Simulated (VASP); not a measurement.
A run of VASP 6.6.1:

The input INCAR:

```
SYSTEM = Si
PREC = Accurate
ENCUT = 500
EDIFF = 1E-6
ISMEAR = 0
SIGMA = 0.02
LREAL = .False.
LASPH = .True.
NELM = 120
ALGO = Normal
ISIF = 2
LWAVE = .False.
LCHARG = .True.
GGA = PE
LELF = .True.
LVHAR = .True.
NBANDS = 11
GGA_COMPAT = .False.
```

Contents of KPOINTS:

```
Automatic mesh
0
Gamma
  8 8 8
  0 0 0
```

The input POSCAR:

```
Si
1.0
    0.0000000000      2.6789757433      2.6789757433
    2.6789757433      0.0000000000      2.6789757433
    2.6789757433      2.6789757433      0.0000000000
Si
2
Direct
    0.7500000000      0.7500000000      0.7500000000
    0.5000000000      0.5000000000      0.5000000000
```

Potentials or basis: VASP PAW PBE potentials, release 64 (Si).

Run with:

```sh
$ cat potpaw_PBE.64/Si/POTCAR > POTCAR
$ mpirun -np 1 vasp_std > vasp.out
```

Hardware: 1 thread of Intel(R) Xeon(R) Platinum 8259CL CPU @ 2.50GHz (Skylake/Cascade Lake), on a shared host.

Question: Estimate the wall time of this run.

Answer: It took 14 s on 1 thread of Intel(R) Xeon(R) Platinum 8259CL CPU @ 2.50GHz (Skylake/Cascade Lake), on a shared host, peak memory 0.15 GiB. Counts: scf iterations 11, k points 29.
